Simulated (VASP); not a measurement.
Write the native input for VASP 6.6.1 that does the following.

```yaml
Task: single point
Functional: HSE06
Potentials_or_basis: VASP PAW PBE potentials, release 64 (Be, S)
Cutoff: 520 eV
k_mesh: 6 × 6 × 6
Occupations: gaussian, width 0.01 eV
Spin: no spin polarisation
Dipole_correction: no
Grid_for_exact_exchange_PRECFOCK: Normal
Further_INCAR_settings: ALGO = Normal; EDIFF = 1e-07; NBANDS = 11
Screening_parameter: 0.2079 1/Å
```

BeS:

```
Be S
1.0
     0.00000    2.46766    2.43431
     2.43431    0.00000    2.43431
     2.43431    2.46766    0.00000
Be S
1 1
Direct
  0.00000 0.00000 0.00000
  0.25000 0.25000 0.25000
```

This cell differs from its parent crystal: uniaxial y strain +1.4%.

The input as run:

POSCAR

```
BeS
1.0
    0.0000000000      2.4676566368      2.4343066359
    2.4343066359      0.0000000000      2.4343066359
    2.4343066359      2.4676566368      0.0000000000
Be S
1 1
Direct
    0.0000000000      0.0000000000      0.0000000000
    0.2500000000      0.2500000000      0.2500000000
```

INCAR.step1

```
SYSTEM = BeS
ALGO = Normal
EDIFF = 1E-5
ENCUT = 520
GGA = PE
ISIF = 2
ISMEAR = 0
LASPH = .TRUE.
LREAL = .FALSE.
LWAVE = .TRUE.
NBANDS = 11
NELM = 100
PREC = Accurate
SIGMA = 0.01
```

INCAR.step2

```
SYSTEM = BeS
ALGO = Normal
EDIFF = 1E-7
ENCUT = 520
GGA = PE
HFSCREEN = 0.2079
ISIF = 2
ISMEAR = 0
ISTART = 1
LASPH = .TRUE.
LCHARG = .TRUE.
LELF = .TRUE.
LHFCALC = .TRUE.
LREAL = .FALSE.
LVHAR = .TRUE.
LWAVE = .FALSE.
NBANDS = 11
NELM = 100
PREC = Accurate
PRECFOCK = Normal
SIGMA = 0.01
```

KPOINTS

```
k-points
0
G
  6 6 6
  0 0 0
```

Potentials or basis: VASP PAW PBE potentials, release 64 (Be, S).

Run with:

```bash
$ cat potpaw_PBE.64/Be/POTCAR potpaw_PBE.64/S/POTCAR > POTCAR
$ cp INCAR.step1 INCAR
$ mpirun -np 1 vasp_std > vasp.out
$ cp INCAR.step2 INCAR
$ mpirun -np 1 vasp_std > vasp.out
```

It gave:

- Pressure: -2.3 GPa
- Band gap on the k mesh: 4.05 eV, indirect (least direct gap 6.82 eV)

Caveat: the cell differs from its parent crystal (uniaxial y strain +1.4%); the PAW data sets were made with another functional, which shifts forces and pressure a little.

Wall time 16 min on 1 thread of Intel(R) Xeon(R) Platinum 8259CL CPU @ 2.50GHz (Skylake/Cascade Lake), with other jobs on the host, peak memory 0.26 GiB.
